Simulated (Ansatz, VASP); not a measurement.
## Two plane-wave programs on LiH

File INCAR:

```
SYSTEM = LiH
ALGO = Normal
EDIFF = 1E-6
ENCUT = 520
GGA = PE
ISIF = 2
ISMEAR = -5
LASPH = .TRUE.
LCHARG = .TRUE.
LELF = .TRUE.
LREAL = .FALSE.
LVHAR = .TRUE.
LWAVE = .FALSE.
NBANDS = 9
NELM = 60
PREC = Accurate
SIGMA = 0.1
```

The input KPOINTS:

```
k-points
0
G
  10 10 10
  0 0 0
```

Contents of POSCAR:

```
LiH
1.0
    0.0000000000      2.0086193919      2.0086193919
    2.0086193919      0.0000000000      2.0086193919
    2.0086193919      2.0086193919      0.0000000000
Li H
1 1
Direct
    0.0000000000      0.0000000000      0.0000000000
    0.5000000000      0.5000000000      0.5000000000
```

Input for Ansatz:

```yaml
crystal:
  lattice:
    - [0.0, 2.0086193919, 2.0086193919]
    - [2.0086193919, 0.0, 2.0086193919]
    - [2.0086193919, 2.0086193919, 0.0]
  atoms:
    - { symbol: Li, position: [0.0, 0.0, 0.0] }
    - { symbol: H, position: [0.5, 0.5, 0.5] }
basis:
  ecutwfc: 420
kpoints:
  mp_grid: { grid: [10, 10, 10] }
hamiltonian:
  xc: pbe
scf:
  occupations: { method: tetrahedron }
  mixing: { ndim: 4, preconditioner: none }
  initial_density: { chi_scale: 0, normalization: atom }
  max_iter: 72
output:
  forces: true
  stress: true
  eigenvalues: true
```

Alike in both runs: task single point; functional PBE; k mesh 10 × 10 × 10; occupations tetrahedron; no spin polarisation.

```csv
,VASP,Ansatz
version,VASP 6.6.1,Ansatz 0.2.0
potentials or method,"VASP PAW PBE potentials, release 64 (Li_sv, H), cutoff 520 eV","scalar-relativistic, plane waves, PAW"
valence electrons in the cell,4,4
```

Ansatz gave:

* gap on the k mesh at the Fermi level (eV): 2.99
* least direct gap on the mesh (eV): 2.99

Estimate VASP's values.

gap on the k mesh at the Fermi level (eV): 2.98; least direct gap on the mesh (eV): 2.98.

The functional is the same, so the differences come from potentials, cutoffs and numerics. Ansatz's warnings: band table not solved further, tetrahedron derivatives may miss energy slope.

Noted on VASP's run: the cutoff is short for stress, so the pressure is rough.
